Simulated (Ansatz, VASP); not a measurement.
# Two plane-wave programs on SiC

```
Si C
1.0
     3.34165    0.00000    0.00000
    -1.67082    2.89395    0.00000
     0.00000    0.00000   10.93969
Si C
4 4
Cartesian
  1.6708 0.9647 10.2597
  0.0000 1.9293 4.7899
  0.0000 0.0000 7.5254
  0.0000 0.0000 2.0556
  1.6708 0.9647 8.2027
  0.0000 1.9293 2.7328
  0.0000 0.0000 5.4747
  0.0000 0.0000 0.0049
```

Change from the starting cell: strain +0.080 along x and y, +0.080 along z, atoms carried along.

Alike in both runs: task single point; functional PBE; k mesh 12 × 12 × 4; occupations gaussian, width 0.05 eV; no spin polarisation.

|  | VASP | Ansatz |
| --- | --- | --- |
| version | VASP 6.6.1 | Ansatz 0.2.0 |
| potentials or method | VASP PAW PBE potentials, release 64 (Si, C), cutoff 520 eV | scalar-relativistic, plane waves, PAW |
| valence electrons in the cell | 32 | 32 |

|  | VASP | Ansatz | Ansatz less VASP |
| --- | --- | --- | --- |
| gap on the k mesh at the Fermi level (eV) | 2.09 | 2.10 | 0.000 |
| least direct gap on the mesh (eV) | 3.11 | 3.11 | -0.002 |
| pressure (GPa) | -30.8 | -30.8 | -0.01 |
| traceless stress, the component that is largest in VASP (GPa) | 0.25 | 0.25 | -0.001 |
| rms of the force components (eV/Å) | 0.018 | 0.018 | -0.0001 |

Atom by atom the forces differ by 0.000 eV/Å (rms over components). Both programs put the cell under strong tension, so it lies far from rest at this level.

Noted on VASP's run: the cell as given lies far from equilibrium.
